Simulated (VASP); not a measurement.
# AlN (P2_1) in VASP: further runs

AlN is run at these levels: PBEsol; tasks: single point.

Everything below comes from runs of VASP 6.6.1. Logs are shortened: lines on timing, memory, paths and dates and some standing lists are left out, and cuts for length are marked.

**1. The cell of the first run**

The structure is monoclinic, space group P2_1 (No. 4). The conventional cell has a = 3.114 Å, b = 4.983 Å, c = 3.114 Å, α = 90.00°, β = 120.00°, γ = 90.00°. Al (site symmetry 1) has 4 N at 1.81 to 1.94 Å within 2.4 Å. N (site symmetry 1) has 4 Al at 1.81 to 1.94 Å within 2.4 Å.

**2. Single point, PBEsol (atoms displaced along several vibrational modes)**

Input file INCAR:

```
SYSTEM = AlN
PREC     = Accurate       ! precision mode
ENCUT    = 520            ! plane-wave cutoff, eV
EDIFF    = 1E-7           ! SCF threshold, eV
ISMEAR   = 0              ! smearing method
SIGMA    = 0.05           ! smearing width, eV
LREAL    = .False.        ! projectors in reciprocal space
LASPH    = .True.         ! aspherical terms in the spheres
NELM     = 80             ! most SCF steps
ALGO     = Normal         ! electronic algorithm
ISIF     = 2              ! what is computed and relaxed
LWAVE    = .False.        ! write WAVECAR
LCHARG   = .False.        ! write CHGCAR
GGA      = PS             ! functional
NBANDS   = 26             ! bands
```

Input file KPOINTS:

```
regular mesh
0
Gamma
  8 8 8
  0 0 0
```

Input file POSCAR:

```
AlN
1.0
   -3.1135599857      0.0000000000      0.0000000000
    0.0000000000      5.3928440876      0.0000000000
    1.5567799928     -2.6964220438     -4.9833504711
Al N
4 4
Direct
    1.0275060061      0.3373909551      0.9984850782
    0.5275060061      0.8373909551      0.9984850782
    0.2209790721      0.9110941231      0.4984850782
    0.7209790721      0.4110941231      0.4984850782
    0.7830096448      0.1519771472      0.6165193726
    0.2830096448      0.6519771472      0.6165193726
    0.0835097278      0.7145422254      0.1165193726
    0.5835097278      0.2145422254      0.1165193726
```

Potentials or basis: VASP PAW PBE potentials, release 64 (Al, N).

The run is started by

```console
$ cat potpaw_PBE.64/Al/POTCAR potpaw_PBE.64/N/POTCAR > POTCAR
$ mpirun -np 1 vasp_std > vasp.out
```

OUTCAR:

```text
SYSTEM = AlN
   PREC = Accurate
   ENCUT = 520
   EDIFF = 1E-7
   ISMEAR = 0
   LREAL = .False.
   LASPH = .True.
   NELM = 80
   ISIF = 2
   GGA = PS

 ion  position               nearest neighbor table
   1  0.028  0.337  0.998-   7 1.81   5 1.91   8 1.92   8 1.94   3 3.00   4 3.00   3 3.05   4 3.05
                             2 3.11   2 3.11   2 3.11   2 3.11   4 3.18   3 3.18
   2  0.528  0.837  0.998-   8 1.81   6 1.91   7 1.92   7 1.94   4 3.00   3 3.00   4 3.05   3 3.05
                             1 3.11   1 3.11   1 3.11   1 3.11   3 3.18   4 3.18
   3  0.221  0.911  0.498-   6 1.81   7 1.91   5 1.92   5 1.94   1 3.00   2 3.00   1 3.05   2 3.05
                             4 3.11   4 3.11   4 3.11   4 3.11   2 3.18   1 3.18
   4  0.721  0.411  0.498-   5 1.81   8 1.91   6 1.92   6 1.94   2 3.00   1 3.00   2 3.05   1 3.05
                             3 3.11   3 3.11   3 3.11   3 3.11   1 3.18   2 3.18
   5  0.783  0.152  0.617-   4 1.81   1 1.91   3 1.92   3 1.94
   6  0.283  0.652  0.617-   3 1.81   2 1.91   4 1.92   4 1.94
   7  0.084  0.715  0.117-   1 1.81   3 1.91   2 1.92   2 1.94
   8  0.584  0.215  0.117-   2 1.81   4 1.91   1 1.92   1 1.94

  LATTYP: Found a body centered orthorhombic cell.
 ALAT       =     3.1135599857
 B/A-ratio  =     1.7320508076
 C/A-ratio  =     3.2010627667

  Lattice vectors:

 A1 = (  -1.5567799928,   2.6964220438,   4.9833504711)
 A2 = (   1.5567799929,  -2.6964220438,   4.9833504711)
 A3 = (   1.5567799928,   2.6964220438,  -4.9833504711)

Analysis of symmetry for initial positions (statically):
=====================================================================
 Subroutine PRICEL returns following result:

  LATTYP: Found a hexagonal cell.
 ALAT       =     3.1135599857
 C/A-ratio  =     1.6005313834

  Lattice vectors:

 A1 = (   3.1135599857,  -0.0000000000,   0.0000000000)
 A2 = (  -1.5567799929,  -2.6964220438,   0.0000000000)
 A3 = (  -0.0000000000,   0.0000000000,  -4.9833504711)

   2 primitive cells build up your supercell.

 Routine SETGRP: Setting up the symmetry group for a
 body centered orthorhombic supercell.

 Subroutine GETGRP returns: Found  2 space group operations
 (whereof  1 operations were pure point group operations)
 out of a pool of  8 trial point group operations.

The static configuration has the point symmetry C_1 .
 The point group associated with its full space group is C_2 .

Analysis of symmetry for dynamics (positions and initial velocities):
=====================================================================
 Subroutine PRICEL returns following result:

[... 131 lines left out ...]
   ISYM   =      2    0-nonsym 1-usesym 2-fastsym
   POTIM  = 0.5000    time-step for ionic-motion
   TEBEG  =    0.0;   TEEND  =   0.0 temperature during run
   PSTRESS=    0.0 pullay stress
   NELECT =      32.0000    total number of electrons
   NUPDOWN=      -1.0000    fix difference up-down
   EMIN   =  10.00;   EMAX   =-10.00  energy-range for DOS
   EFERMI =   0.00;   METHOD = LEGACY
   ISMEAR =     0;   SIGMA  =   0.05  broadening in eV -4-tet -1-fermi 0-gaus
   EFERMI_NEDOS =   21; number of points for ismear=-14 and -15
   IALGO  =     38    algorithm
   IMIX   =      4    mixing-type and parameters
     AMIX     =   0.40;   BMIX     =  1.00
     AMIX_MAG =   1.60;   BMIX_MAG =  1.00
  volume/ion in A,a.u.               =      10.46        70.58
  Fermi-wavevector in a.u.,A,eV,Ry     =   1.188300  2.245561 19.212190  1.412056
  Thomas-Fermi vector in A             =   2.324432
   LORBIT       =      0    0 simple, 1 ext, 2 COOP (PROOUT), +10 PAW based schemes
   GGA     = PS    functional components
   LHFCALC =     F    Hartree Fock is set to
   AEXX    =    0.0000 exact exchange contribution
   IVDW    =     0    specifies the selected vdW correction
   LEPSILON=     F    determine dielectric tensor
   LRPA    =     F    only Hartree local field effects (RPA)
 non-spin polarized calculation
 Gauss-broadening in eV      SIGMA  =   0.05
  energy-cutoff  :      520.00
  volume of cell :       83.68
 maximum number of plane-waves:      2272
   NGX = 11   NGY = 21   NGZ = 21

 number of electron      32.0000001 magnetization

 Free energy of the ion-electron system (eV)
  ---------------------------------------------------
  ext. energy  EPLUGINS =         0.00000000
  ---------------------------------------------------
  free energy    TOTEN  =       -62.29415786 eV

  energy without entropy =      -62.29415786  energy(sigma->0) =      -62.29415786

 E-fermi :   6.3237     XC(G=0): -11.1022

 val. band max:        6.1110877724   @ k =   0.0000   0.0000   0.0000
 cond. band min:      10.1117507178   @ k =   0.0000   0.0000   0.0000
 fundamental gap:      4.0006629454
 Fermi energy:         6.3237030324

 k-point     1 :       0.0000    0.0000    0.0000
  band No.  band energies     occupation
      1      -9.1081      2.00000
      2      -6.9250      2.00000
      3      -6.7220      2.00000
      4      -6.7220      2.00000
      5       0.0081      2.00000
      6       0.2945      2.00000
[... 685 lines left out ...]
     25      16.9014      0.00000
     26      16.9819      0.00000

 [... further k-points ...]

------------------------ aborting loop because EDIFF is reached ----------------------------------------

  FORCE on cell =-STRESS in cart. coord.  units (eV):
  Direction    XX          YY          ZZ          XY          YZ          ZX
  --------------------------------------------------------------------------------------
  -------------------------------------------------------------------------------------
  Total       -3.2917067      4.3988150      0.2198104     -0.3117200      0.0000000      0.0000000
  in kB      -63.0282407     84.2266915      4.2088389     -5.9686854      0.0000000      0.0000000
  external PRESSURE =       8.4690966 kB  Pullay stress =       0.0000000 kB

 VOLUME and BASIS-vectors are now :
 -----------------------------------------------------------------------------
  energy-cutoff  :      520.00
  volume of cell :       83.68
      direct lattice vectors                 reciprocal lattice vectors
    -3.113559986  0.000000000  0.000000000    -0.321175762  0.000000000 -0.100334103
     0.000000000  5.392844088  0.000000000     0.000000000  0.185430912 -0.100334103
     1.556779993 -2.696422044 -4.983350471     0.000000000  0.000000000 -0.200668206

 POSITION                                       TOTAL-FORCE (eV/Angst)
 -----------------------------------------------------------------------------------
      1.46878     -0.87284     -4.97580         0.438751     -1.260143      0.167630
     -0.08800      1.82358     -4.97580         0.438751     -1.260143      0.167630
      0.08800      3.56926     -2.48413        -0.438751      1.260143      0.167630
     -1.46878      0.87284     -2.48413        -0.438751      1.260143      0.167630
     -1.47816     -0.84281     -3.07233        -0.232048     -1.424602     -0.167630
      0.07862      1.85361     -3.07233        -0.232048     -1.424602     -0.167630
     -0.07862      3.53923     -0.58066         0.232048      1.424602     -0.167630
     -1.63540      0.84281     -0.58066         0.232048      1.424602     -0.167630
 -----------------------------------------------------------------------------------
    total drift:                               -0.000007      0.000027      0.000780

  FREE ENERGIE OF THE ION-ELECTRON SYSTEM (eV)
  ---------------------------------------------------
  free  energy   TOTEN  =       -62.2941578594 eV

  energy  without entropy=      -62.2941578594  energy(sigma->0) =      -62.29415786
```

It took 1.8 min on 1 thread of Intel Xeon 6975P-C (Granite Rapids), shared host; peak memory 0.36 GiB.

What came out:

```
Free energy            : -62.2942 eV
Pressure               : 0.8 GPa
Largest force          : 1.453 eV/Å
Band gap on the k mesh : 4.00 eV
```

Forces on the atoms (eV/Å):
```
Al   0.439 -1.260  0.168
Al   0.439 -1.260  0.168
Al  -0.439  1.260  0.168
Al  -0.439  1.260  0.168
N   -0.232 -1.425 -0.168
N   -0.232 -1.425 -0.168
N    0.232  1.425 -0.168
N    0.232  1.425 -0.168
```

Levels at points of the mesh, in eV from the valence-band top:
| k point | band 14 | band 15 | band 16 | band 17 | band 18 | band 19 |
| --- | --- | --- | --- | --- | --- | --- |
| (0.00, 0.00, 0.00) | -0.46 | -0.13 | 0.00 | 4.00 | 4.90 | 4.90 |
| (0.50, 0.00, 0.00) | -2.26 | -0.84 | -0.84 | 5.80 | 5.80 | 7.16 |
| (0.00, 0.50, 0.00) | -0.72 | -0.50 | -0.50 | 5.72 | 5.72 | 7.14 |
| (0.50, 0.50, 0.00) | -1.30 | -1.30 | -0.77 | 4.90 | 5.05 | 5.05 |
| (0.50, 0.50, 0.50) | -1.53 | -1.53 | -0.92 | 5.33 | 5.33 | 5.61 |
| (0.00, 0.00, 0.50) | -0.65 | -0.45 | -0.45 | 5.49 | 6.04 | 6.24 |

Caveat: the cell differs from its parent crystal (atoms displaced along several vibrational modes); the stress differs along the axes, from -6 to 8 GPa; the PAW data sets were made with another functional, which shifts forces and pressure a little.

**3. Single point, PBEsol (atoms displaced along several vibrational modes)**

Input file INCAR:

```
SYSTEM = AlN
ALGO     = Normal         ! electronic algorithm
EDIFF    = 1E-6           ! SCF threshold, eV
ENCUT    = 520            ! plane-wave cutoff, eV
GGA      = PS             ! functional
ISIF     = 2              ! what is computed and relaxed
ISMEAR   = 0              ! smearing method
LASPH    = .TRUE.         ! aspherical terms in the spheres
LCHARG   = .FALSE.        ! write CHGCAR
LREAL    = .FALSE.        ! projectors in reciprocal space
LWAVE    = .FALSE.        ! write WAVECAR
NBANDS   = 26             ! bands
NELM     = 60             ! most SCF steps
PREC     = Accurate       ! precision mode
SIGMA    = 0.05           ! smearing width, eV
```

Input file KPOINTS:

```
k-points
0
G
  8 8 8
  0 0 0
```

Input file POSCAR:

```
AlN
1.0
   -3.1135599857      0.0000000000      0.0000000000
    0.0000000000      5.3928440876      0.0000000000
    1.5567799928     -2.6964220438     -4.9833504711
Al N
4 4
Direct
    1.0275096098      0.3301719348      0.9984922856
    0.5275096098      0.8301719348      0.9984922856
    0.2209826758      0.9183203507      0.4984922856
    0.7209826758      0.4183203507      0.4984922856
    0.7830027031      0.1363940141      0.6165054891
    0.2830027031      0.6363940141      0.6165054891
    0.0835027860      0.7301114750      0.1165054891
    0.5835027860      0.2301114750      0.1165054891
```

Potentials or basis: VASP PAW PBE potentials, release 64 (Al, N).

The run is started by

```console
$ cat potpaw_PBE.64/Al/POTCAR potpaw_PBE.64/N/POTCAR > POTCAR
$ mpirun -np 1 vasp_std > vasp.out
```

Wall time 88 s (1 thread of Intel Xeon 6975P-C (Granite Rapids), shared host); peak memory 0.36 GiB.

Results (log left out):

```yaml
Free_energy: -62.4542 eV
Pressure: 0.0 GPa
Largest_force: 0.750 eV/Å
Band_gap_on_the_k_mesh: 4.02 eV
```

Forces in eV/Å, atoms in the order of the input:
```
Al   0.507  0.547  0.077
Al   0.507  0.547  0.077
Al  -0.507 -0.547  0.077
Al  -0.507 -0.547  0.077
N   -0.222  0.590 -0.077
N   -0.222  0.590 -0.077
N    0.222 -0.590 -0.077
N    0.222 -0.590 -0.077
```

Stress tensor (GPa, compression positive):
```
 2.64 -0.16  0.00
-0.16 -2.76  0.00
 0.00  0.00  0.11
```

Levels at points of the mesh, in eV from the valence-band top:
```csv
k point,band 14,band 15,band 16,band 17,band 18,band 19
"(0.00, 0.00, 0.00)",-0.42,-0.14,0.00,4.02,5.18,5.18
"(0.50, 0.00, 0.00)",-2.05,-0.94,-0.94,5.99,5.99,7.08
"(0.00, 0.50, 0.00)",-0.80,-0.61,-0.61,5.87,5.87,7.17
"(0.50, 0.50, 0.00)",-1.25,-1.25,-0.70,4.95,4.95,5.25
"(0.50, 0.50, 0.50)",-1.38,-1.38,-0.75,5.17,5.17,5.43
"(0.00, 0.00, 0.50)",-0.70,-0.51,-0.51,5.40,5.69,6.26
```

Caveat: the cell differs from its parent crystal (atoms displaced along several vibrational modes); the stress differs along the axes, from -3 to 3 GPa; the PAW data sets were made with another functional, which shifts forces and pressure a little. A k mesh can miss the band edges.

**4. Single point, PBEsol (atoms displaced along several vibrational modes)**

Input file INCAR:

```
SYSTEM = AlN
PREC     = Accurate       ! precision mode
ENCUT    = 520            ! plane-wave cutoff, eV
EDIFF    = 1E-6           ! SCF threshold, eV
ISMEAR   = 0              ! smearing method
SIGMA    = 0.05           ! smearing width, eV
LREAL    = .FALSE.        ! projectors in reciprocal space
LASPH    = .TRUE.         ! aspherical terms in the spheres
NELM     = 100            ! most SCF steps
ALGO     = Normal         ! electronic algorithm
ISIF     = 2              ! what is computed and relaxed
LWAVE    = .FALSE.        ! write WAVECAR
LCHARG   = .FALSE.        ! write CHGCAR
GGA      = PS             ! functional
NBANDS   = 26             ! bands
```

Input file KPOINTS:

```
Automatic mesh
0
G
  8 8 8
  0 0 0
```

Input file POSCAR:

```
AlN
1.0
   -3.1135599857      0.0000000000      0.0000000000
    0.0000000000      5.3928440876      0.0000000000
    1.5567799928     -2.6964220438     -4.9833504711
Al N
4 4
Direct
    1.0218551146      0.3337814449      0.9984886819
    0.5218551146      0.8337814449      0.9984886819
    0.2266335673      0.9147072369      0.4984886819
    0.7266335673      0.4147072369      0.4984886819
    0.7880561822      0.1441855807      0.6165124308
    0.2880561822      0.6441855807      0.6165124308
    0.0784562486      0.7223268502      0.1165124308
    0.5784562486      0.2223268502      0.1165124308
```

The run is started by

```console
$ cat potpaw_PBE.64/Al/POTCAR potpaw_PBE.64/N/POTCAR > POTCAR
$ mpirun -np 1 vasp_std > vasp.out
```

It took 1.7 min on 1 thread of Intel Xeon 6975P-C (Granite Rapids), shared host; peak memory 0.36 GiB.

It converged, with:

| Property | Result |
| --- | --- |
| Free energy | -62.5363 eV |
| Pressure | -0.1 GPa |
| Largest force | 0.463 eV/Å |
| Band gap on the k mesh | 4.05 eV |

Forces on the atoms (eV/Å):
```
Al   0.378 -0.264  0.041
Al   0.378 -0.264  0.041
Al  -0.378  0.264  0.041
Al  -0.378  0.264  0.041
N   -0.181 -0.312 -0.041
N   -0.181 -0.312 -0.041
N    0.181  0.312 -0.041
N    0.181  0.312 -0.041
```

Stress tensor (GPa, compression positive):
```
-1.97 -0.31  0.00
-0.31  1.76  0.00
 0.00  0.00  0.04
```

Levels at points of the mesh, in eV from the valence-band top:
```
           k point  band 13  band 14  band 15  band 16  band 17  band 18  band 19  band 20
(0.00, 0.00, 0.00)    -0.85    -0.37    -0.15     0.00     4.05     5.06     5.06     6.51
(0.50, 0.00, 0.00)    -2.14    -2.14    -0.88    -0.88     5.94     5.94     7.14     7.14
(0.00, 0.50, 0.00)    -0.71    -0.71    -0.57    -0.57     5.83     5.83     7.19     7.19
(0.50, 0.50, 0.00)    -1.56    -1.29    -1.29    -0.72     5.05     5.05     5.19     5.74
(0.50, 0.50, 0.50)    -1.57    -1.45    -1.45    -0.80     5.25     5.25     5.55     5.96
(0.00, 0.00, 0.50)    -0.64    -0.64    -0.54    -0.54     5.61     5.75     6.30     6.30
```

Caveat: the cell differs from its parent crystal (atoms displaced along several vibrational modes); the PAW data sets were made with another functional, which shifts forces and pressure a little. A k mesh can miss the band edges.

**5. The runs side by side**

```csv
cell,gap on the mesh (eV),pressure (GPa),largest force (eV/Å)
"as given, atomic positions A",4.00,0.8,1.45
"as given, atomic positions B",4.02,0.0,0.75
"as given, atomic positions C",4.05,-0.1,0.46
```

Alike in all rows: task single point; level PBEsol; potentials or basis VASP PAW PBE potentials, release 64 (Al, N); no spin polarisation; k mesh 8 × 8 × 8; cutoff (eV) 520; smearing gaussian 0.05 eV.

Caveats: the PAW data sets were made with another functional, which shifts forces and pressure a little; the stress differs along the axes, from -6 to 8 GPa (at least some runs); the stress differs along the axes, from -3 to 3 GPa (at least some runs).

Absolute energies hang on the potentials; compare differences alone.
